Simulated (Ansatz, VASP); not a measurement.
**Two plane-wave programs on SiO2**

```
CELL_PARAMETERS angstrom
5.25854 0.00000 0.00000
-2.62927 4.55403 0.00000
0.00000 0.00000 5.66882
ATOMIC_POSITIONS crystal
Si 0.00000 0.50000 0.33333
Si 0.50000 0.50000 0.66667
Si 0.50000 0.00000 0.00000
O 0.58396 0.79198 0.83333
O 0.79198 0.58396 0.50000
O 0.79198 0.20802 0.16667
O 0.41604 0.20802 0.83333
O 0.20802 0.41604 0.50000
O 0.20802 0.79198 0.16667
```

Change from the starting cell: strain +0.030 along x and y, +0.015 along z, atoms carried along.

Alike in both runs: task single point; functional PBE; k mesh 6 × 6 × 4; occupations gaussian, width 0.05 eV; no spin polarisation.

```csv
,VASP,Ansatz
version,VASP 6.6.1,Ansatz 0.2.0
potentials or method,"VASP PAW PBE potentials, release 64 (Si, O), cutoff 520 eV","scalar-relativistic, plane waves, PAW"
valence electrons in the cell,48,48
```

```csv
,VASP,Ansatz,Ansatz less VASP
gap on the k mesh at the Fermi level (eV),4.98,4.98,+0.006
least direct gap on the mesh (eV),5.17,5.17,+0.003
pressure (GPa),-11.0,-11.0,-0.01
"traceless stress, the component that is largest in VASP (GPa)",0.76,0.73,-0.029
rms of the force components (eV/Å),0.236,0.230,-0.0059
```

Atom by atom the forces differ by 0.006 eV/Å (rms over components).
